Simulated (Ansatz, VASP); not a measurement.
**Ga in VASP and in Ansatz**

File INCAR:

```
SYSTEM = Ga
PREC     = Accurate       ! precision mode
ENCUT    = 520            ! plane-wave cutoff, eV
EDIFF    = 1E-8           ! SCF threshold, eV
ISMEAR   = -1             ! smearing method
SIGMA    = 0.03           ! smearing width, eV
LREAL    = .FALSE.        ! projectors in reciprocal space
LASPH    = .TRUE.         ! aspherical terms in the spheres
NELM     = 60             ! most SCF steps
ALGO     = Normal         ! electronic algorithm
ISIF     = 2              ! what is computed and relaxed
LWAVE    = .FALSE.        ! write WAVECAR
LCHARG   = .FALSE.        ! write CHGCAR
GGA      = PS             ! functional
LEFG     = .TRUE.       
NBANDS   = 12             ! bands
```

KPOINTS

```
regular mesh
0
G
  16 16 16
  0 0 0
```

File POSCAR:

```
Ga
1.0
   -1.4040000000      1.4040000000      2.2067100000
    1.4040000000     -1.4040000000      2.2067100000
    1.4040000000      1.4040000000     -2.2067100000
Ga
1
Direct
    0.0000000000      0.0000000000      0.0000000000
```

Input for Ansatz:

```yaml
crystal:
  lattice:
    - [-1.404, 1.404, 2.20671]
    - [1.404, -1.404, 2.20671]
    - [1.404, 1.404, -2.20671]
  atoms:
    - { symbol: Ga, position: [0.0, 0.0, 0.0] }
kpoints:
  mp_grid: { grid: [16, 16, 16] }
scf:
  occupations: { method: fermi_dirac, width: 0.03 }
hamiltonian:
  xc: pbesol
  pseudopotentials: { kind: all_electron, datasets: crystal }
output:
  forces: true
  stress: true
  eigenvalues: true
  efg: { contact_densities: true }
```

Change from the starting cell: zz strain of -1 %, crystal datasets.

Alike in both runs: task electric field gradients; functional PBEsol; k mesh 16 × 16 × 16; occupations fermi-dirac, width 0.03 eV; no spin polarisation.

|  | VASP | Ansatz |
| --- | --- | --- |
| version | VASP 6.6.1 | Ansatz 0.2.0 |
| potentials or method | VASP PAW PBE potentials, release 64 (Ga_d), cutoff 520 eV | all-electron PAW with datasets made for the crystal, scalar-relativistic |

Ansatz gave:

```
pressure (GPa)                                                : 1.2
traceless stress, the component that is largest in VASP (GPa) : -0.08
size of Vzz on the site where it differs most (V/Å²)          : 20.1
```

Question: What did VASP give for the same quantities?

Answer: Pressure (GPa): 1.3; traceless stress, the component that is largest in VASP (GPa): -0.09; size of Vzz on the site where it differs most (V/Å²): 18.9.

VASP's potentials were made for PBE, not for PBEsol. Ansatz ran all-electron here, and VASP with PAW potentials.
